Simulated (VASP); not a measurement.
A run of VASP 6.6.1 is set up as follows.

File INCAR:

```
SYSTEM = BaTiO3
PREC = Accurate ; ENCUT = 520
EDIFF = 1E-7 ; ISMEAR = 0
SIGMA = 0.02 ; LREAL = .False.
LASPH = .True. ; NELM = 60
ALGO = Normal ; ISIF = 2
LWAVE = .False. ; LCHARG = .False.
GGA = PS ; NBANDS = 28
```

File KPOINTS:

```
regular mesh
0
Gamma
  6 6 6
  0 0 0
```

File POSCAR:

```
BaTiO3
1.0
    4.0120700000      0.0000000000      0.0000000000
    0.0000000000      2.8558126667      2.8451500000
    0.0000000000     -2.8558126667      2.8451500000
Ba Ti O
1 1 3
Direct
    0.0000000000      0.0000000000      0.0000000000
    0.5000000000      0.5124000000      0.5124000000
    0.0000000000      0.4874000000      0.4874000000
    0.5000000000      0.5052400000      0.9918400000
    0.5000000000      0.9918400000      0.5052400000
```

Potentials or basis: VASP PAW PBE potentials, release 64 (Ba_sv, Ti_sv, O).

Command:

```sh
$ cat potpaw_PBE.64/Ba_sv/POTCAR potpaw_PBE.64/Ti_sv/POTCAR potpaw_PBE.64/O/POTCAR > POTCAR
$ mpirun -np 1 vasp_std > vasp.out
```

Predict the pressure.

-4.3 GPa.

What does it give for the largest force?

0.309 eV/Å.

Predict the band gap on the k mesh.

1.78 eV (least direct gap 2.02 eV).

Stress tensor (GPa, compression positive):
```
-4.57  0.00  0.00
 0.00 -4.62  0.00
 0.00  0.00 -3.67
```

Caveat: the cell stands under tension; the PAW data sets were made with another functional, which shifts forces and pressure a little; spin-orbit coupling is left out, which moves the levels of the heavy elements. Expect the measured gap to be larger: semilocal functionals such as PBEsol lack the derivative discontinuity.
